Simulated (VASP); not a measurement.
Runs of VASP 6.6.1 on Hf. The structure is that of space group Im-3m (No. 229), or close to it. The cells are those of the table. 

| task | spin | cell | k mesh | cutoff (eV) | gap on the mesh (eV) | pressure (GPa) |
| --- | --- | --- | --- | --- | --- | --- |
| single point | off | a = 3.108 Å, angles 109.5°, 1 atom | 14 × 14 × 14 | 520 | none | -4.1 |
| single point | off | a = 3.067 Å, angles 109.5°, 1 atom | 12 × 12 × 12 | 520 | none | -0.4 |
| single point | non-collinear, zero start, SOC | a = 3.067 Å, angles 109.5°, 1 atom | 12 × 12 × 12 | 520 | - | -0.9 |
| single point | off | a = 3.186 Å, angles 109.5°, 1 atom | 14 × 14 × 14 | 520 | none | (a) |
| relaxation of cell and atoms | off | relaxed from a = 3.075 Å, angles 109.5°, 1 atom | 12 × 12 × 12 | 600 | none | 0.0 |
| single point | off | a = 3.147 Å, angles 109.5°, 1 atom | 14 × 14 × 14 | 520 | none | -7.3 |
| single point | off | a = 2.940 Å, angles 109.5°, 1 atom | 14 × 14 × 14 | 520 | none | 15.5 |
| single point | off | a = 3.067 Å, angles 109.5°, 1 atom | 14 × 14 × 14 | 520 | none | -0.4 |
| single point | off | a = 2.983 Å, angles 109.5°, 1 atom | 14 × 14 × 14 | 520 | none | (b) |
| single point | off | a = 3.067 Å, angles 109.5°, 1 atom | 20 × 20 × 20 | 520 | none | -0.4 |
| single point | off | a = 3.026 Å, angles 109.5°, 1 atom | 14 × 14 × 14 | 520 | none | 4.0 |

Alike in all rows: level r2SCAN; potentials or basis VASP PAW PBE potentials, release 64 (Hf_pv); smearing fermi-dirac 0.1 eV.

Estimate the missing entries.

(a) -10.0; (b) 9.3.

Caveats: the PAW data sets were made with another functional, which shifts forces and pressure a little; spin-orbit coupling is left out, which moves the levels of the heavy elements (some runs).

A k mesh can miss the band edges, and rows without SOC leave out spin-orbit coupling on Hf.

A gap of «none» marks levels without a gap at the run's occupations.
